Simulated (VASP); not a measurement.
# BaZrO3: single point with PBE

BaZrO3:

```
CELL_PARAMETERS angstrom
4.12499 0.00000 0.00000
0.00000 4.12499 0.00000
0.00000 0.00000 4.12499
ATOMIC_POSITIONS crystal
Ba 0.00000 0.00000 0.00000
Zr 0.50000 0.50000 0.50000
O 0.00000 0.50000 0.50000
O 0.50000 0.50000 0.00000
O 0.50000 0.00000 0.50000
```

| Item | Value |
| --- | --- |
| Program | VASP 6.6.1 |
| Task | single point |
| Functional | PBE |
| Potentials or basis | VASP PAW PBE potentials, release 64 (Ba_sv, Zr_sv, O) |
| Cutoff | 520 eV |
| k mesh | 4 × 4 × 4 |
| Occupations | gaussian, width 0.05 eV |
| Spin | non-collinear spin, zero start, spin-orbit coupling |
| Starting moments | [[0.0, 0.0, 0.0], [0.0, 0.0, 0.0], [0.0, 0.0, 0.0], [0.0, 0.0, 0.0], [0.0, 0.0, 0.0]] μB |

```yaml
Pressure: 14.2 GPa
Net_moment: 0.00 μB per cell
Valence_electrons_inside_the_program's_atomic_spheres: Ba 7.94; Zr 9.82; O 5.08
```

Moments on the atoms (μB; x, y, z):
```
Ba  0.00 0.00 0.00
Zr  0.00 0.00 0.00
O   0.00 0.00 0.00
O   0.00 0.00 0.00
O   0.00 0.00 0.00
```

It took 45 s on 1 thread of AMD EPYC 9R45 96-Core Processor (Zen 5), with other jobs on the host, peak memory 0.31 GiB.

Caveat: the k points lie up to 0.38 Å⁻¹ apart.
